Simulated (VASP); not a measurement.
# BeGa2C2 (Fd-3m) in VASP: single point with PBE

Aim: the single point of BeGa2C2 with PBE.

Everything below comes from runs of VASP 6.6.1. Logs are shortened: lines on timing, memory, paths and dates and some standing lists are left out, and cuts for length are marked.

## Step 1: The cell of the first run

The structure is cubic, space group Fd-3m (No. 227). The conventional cell has a = 8.817 Å, b = 8.817 Å, c = 8.817 Å, α = 90.00°, β = 90.00°, γ = 90.00°. Within 2.5 Å of Be (site symmetry -43m) lie 4 Ga at 1.91 Å. Ga (site symmetry -3m) has 2 Be at 1.91 Å within 2.5 Å. Within 4.1 Å of C (site symmetry -3m) lie 6 Ga at 3.12 Å and 6 C at 3.12 Å and 6 Be at 3.66 Å.

## Step 2: Single point, PBE

File INCAR:

```
SYSTEM = BeGa2C2
ALGO     = Normal         ! electronic algorithm
EDIFF    = 1E-6           ! SCF threshold, eV
ENCUT    = 520            ! plane-wave cutoff, eV
GGA      = PE             ! functional
ISIF     = 2              ! what is computed and relaxed
ISMEAR   = 0              ! smearing method
LASPH    = .True.         ! aspherical terms in the spheres
LCHARG   = .True.         ! write CHGCAR
LELF     = .True.         ! ELF
LREAL    = .False.        ! projectors in reciprocal space
LVHAR    = .True.       
LWAVE    = .False.        ! write WAVECAR
NBANDS   = 47             ! bands
NELM     = 100            ! most SCF steps
PREC     = Accurate       ! precision mode
SIGMA    = 0.1            ! smearing width, eV
```

File KPOINTS:

```
k-points
0
Gamma
  4 4 4
  0 0 0
```

File POSCAR:

```
BeGa2C2
1.0
    0.0000000000      4.4085146400      4.4085146400
    4.4085146400      0.0000000000      4.4085146400
    4.4085146400      4.4085146400      0.0000000000
Be Ga C
2 4 4
Direct
    0.7500000000      0.7500000000      0.7500000000
    0.5000000000      0.5000000000      0.5000000000
    0.6250000000      0.6250000000      0.6250000000
    0.6250000000      0.6250000000      0.1250000000
    0.6250000000      0.1250000000      0.6250000000
    0.1250000000      0.6250000000      0.6250000000
    0.1250000000      0.1250000000      0.1250000000
    0.1250000000      0.1250000000      0.6250000000
    0.1250000000      0.6250000000      0.1250000000
    0.6250000000      0.1250000000      0.1250000000
```

Potentials or basis: VASP PAW PBE potentials, release 64 (Be, Ga_d, C).

Command:

```sh
cat potpaw_PBE.64/Be/POTCAR potpaw_PBE.64/Ga_d/POTCAR potpaw_PBE.64/C/POTCAR > POTCAR
mpirun -np 1 vasp_std > vasp.out
```

OUTCAR:

```text
SYSTEM = BeGa2C2
   EDIFF = 1E-6
   ENCUT = 520
   GGA = PE
   ISIF = 2
   ISMEAR = 0
   LASPH = .True.
   LREAL = .False.
   NELM = 100
   PREC = Accurate

 ion  position               nearest neighbor table
   1  0.750  0.750  0.750-   3 1.91   4 1.91   5 1.91   6 1.91
   2  0.500  0.500  0.500-   3 1.91   4 1.91   5 1.91   6 1.91
   3  0.625  0.625  0.625-   1 1.91   2 1.91
   4  0.625  0.625  0.125-   1 1.91   2 1.91
   5  0.625  0.125  0.625-   1 1.91   2 1.91
   6  0.125  0.625  0.625-   1 1.91   2 1.91
   7  0.125  0.125  0.125-
   8  0.125  0.125  0.625-
   9  0.125  0.625  0.125-
  10  0.625  0.125  0.125-

  LATTYP: Found a face centered cubic cell.
 ALAT       =     8.8170292800

  Lattice vectors:

 A1 = (   0.0000000000,   4.4085146400,   4.4085146400)
 A2 = (   4.4085146400,   0.0000000000,   4.4085146400)
 A3 = (   4.4085146400,   4.4085146400,   0.0000000000)

Analysis of symmetry for initial positions (statically):
=====================================================================
 Subroutine PRICEL returns:
 Original cell was already a primitive cell.

 Routine SETGRP: Setting up the symmetry group for a
 face centered cubic supercell.

 Subroutine GETGRP returns: Found 48 space group operations
 (whereof 24 operations were pure point group operations)
 out of a pool of 48 trial point group operations.

The static configuration has the point symmetry T_d .
 The point group associated with its full space group is O_h .

Analysis of symmetry for dynamics (positions and initial velocities):
=====================================================================
 Subroutine PRICEL returns:
 Original cell was already a primitive cell.

 Routine SETGRP: Setting up the symmetry group for a
 face centered cubic supercell.

 Subroutine GETGRP returns: Found 48 space group operations
 (whereof 24 operations were pure point group operations)
 out of a pool of 48 trial point group operations.

The dynamic configuration has the point symmetry T_d .
 The point group associated with its full space group is O_h .

 Subroutine INISYM returns: Found 48 space group operations
 (whereof 24 operations are pure point group operations),
 and found     1 'primitive' translations

[... 96 lines left out ...]
   NSW    =      0    number of steps for IOM
   IBRION =     -1    ionic relax: 0-MD 1-quasi-New 2-CG
   NFREE  =      0    steps in history (QN), initial steepest desc. (CG)
   ISIF   =      2    stress and relaxation
   ISYM   =      2    0-nonsym 1-usesym 2-fastsym
   POTIM  = 0.5000    time-step for ionic-motion
   TEBEG  =    0.0;   TEEND  =   0.0 temperature during run
   PSTRESS=    0.0 pullay stress
   NELECT =      72.0000    total number of electrons
   NUPDOWN=      -1.0000    fix difference up-down
   EMIN   =  10.00;   EMAX   =-10.00  energy-range for DOS
   EFERMI =   0.00;   METHOD = LEGACY
   ISMEAR =     0;   SIGMA  =   0.10  broadening in eV -4-tet -1-fermi 0-gaus
   EFERMI_NEDOS =   21; number of points for ismear=-14 and -15
   IALGO  =     38    algorithm
   IMIX   =      4    mixing-type and parameters
     AMIX     =   0.40;   BMIX     =  1.00
     AMIX_MAG =   1.60;   BMIX_MAG =  1.00
  volume/ion in A,a.u.               =      17.14       115.64
  Fermi-wavevector in a.u.,A,eV,Ry     =   1.226168  2.317122 20.456202  1.503488
  Thomas-Fermi vector in A             =   2.361179
   LORBIT       =      0    0 simple, 1 ext, 2 COOP (PROOUT), +10 PAW based schemes
   GGA     = PE    functional components
   LHFCALC =     F    Hartree Fock is set to
   AEXX    =    0.0000 exact exchange contribution
   IVDW    =     0    specifies the selected vdW correction
   LEPSILON=     F    determine dielectric tensor
   LRPA    =     F    only Hartree local field effects (RPA)
 non-spin polarized calculation
 Gauss-broadening in eV      SIGMA  =   0.10
  energy-cutoff  :      520.00
  volume of cell :      171.36
 maximum number of plane-waves:      4645
 NGX is ok and might be reduce to    48
   NGX = 23   NGY = 23   NGZ = 23

 number of electron      72.0000017 magnetization

 Free energy of the ion-electron system (eV)
  ---------------------------------------------------
  ext. energy  EPLUGINS =         0.00000000
  ---------------------------------------------------
  free energy    TOTEN  =       -24.51019297 eV

  energy without entropy =      -24.48235936  energy(sigma->0) =      -24.49627617

 E-fermi :   2.1656     XC(G=0):  -9.5929

 val. band max:        2.1485128024   @ k =   0.2500   0.0000   0.0000
 cond. band min:       2.2229779243   @ k =   0.5000   0.5000   0.0000
 fundamental gap:      0.0744651218
 Fermi energy:         2.1656223506

 k-point     1 :       0.0000    0.0000    0.0000
  band No.  band energies     occupation
      1     -12.7302      2.00000
      2     -12.6003      2.00000
      3     -12.6003      2.00000
      4     -12.6003      2.00000
      5     -12.4279      2.00000
      6     -12.4279      2.00000
[... 389 lines left out ...]
     46       5.2164      0.00000
     47       6.7334      0.00000

------------------------ aborting loop because EDIFF is reached ----------------------------------------

  FORCE on cell =-STRESS in cart. coord.  units (eV):
  Direction    XX          YY          ZZ          XY          YZ          ZX
  --------------------------------------------------------------------------------------
  -------------------------------------------------------------------------------------
  Total        5.6472093      5.6472093      5.6472093      0.0000000     -0.0000000      0.0000000
  in kB       52.8004482     52.8004482     52.8004482      0.0000000     -0.0000000      0.0000000
  external PRESSURE =      52.8004482 kB  Pullay stress =       0.0000000 kB

 VOLUME and BASIS-vectors are now :
 -----------------------------------------------------------------------------
  energy-cutoff  :      520.00
  volume of cell :      171.36
      direct lattice vectors                 reciprocal lattice vectors
     0.000000000  4.408514640  4.408514640    -0.113416885  0.113416885  0.113416885
     4.408514640  0.000000000  4.408514640     0.113416885 -0.113416885  0.113416885
     4.408514640  4.408514640  0.000000000     0.113416885  0.113416885 -0.113416885

 POSITION                                       TOTAL-FORCE (eV/Angst)
 -----------------------------------------------------------------------------------
      6.61277      6.61277      6.61277        -0.000000      0.000000      0.000000
      4.40851      4.40851      4.40851         0.000000     -0.000000     -0.000000
      5.51064      5.51064      5.51064        -0.000000      0.000000      0.000000
      3.30639      3.30639      5.51064        -0.000000      0.000000      0.000000
      3.30639      5.51064      3.30639        -0.000000      0.000000      0.000000
      5.51064      3.30639      3.30639        -0.000000      0.000000      0.000000
      1.10213      1.10213      1.10213        -0.000000      0.000000      0.000000
      3.30639      3.30639      1.10213        -0.000000      0.000000      0.000000
      3.30639      1.10213      3.30639        -0.000000      0.000000      0.000000
      1.10213      3.30639      3.30639        -0.000000      0.000000      0.000000
 -----------------------------------------------------------------------------------
    total drift:                                0.000000      0.000000      0.000000

  FREE ENERGIE OF THE ION-ELECTRON SYSTEM (eV)
  ---------------------------------------------------
  free  energy   TOTEN  =       -24.5101929741 eV

  energy  without entropy=      -24.4823593561  energy(sigma->0) =      -24.49627617
```

Run time: 44 s. Hardware: 1 thread of Intel Xeon 6975P-C (Granite Rapids), shared host; peak memory 0.33 GiB.

Results:

* Free energy: -24.5102 eV
* Pressure: 5.3 GPa
* Band gap on the k mesh: zero (band 36 reaches 2.74 eV, above the bottom of band 37 at 2.10 eV)
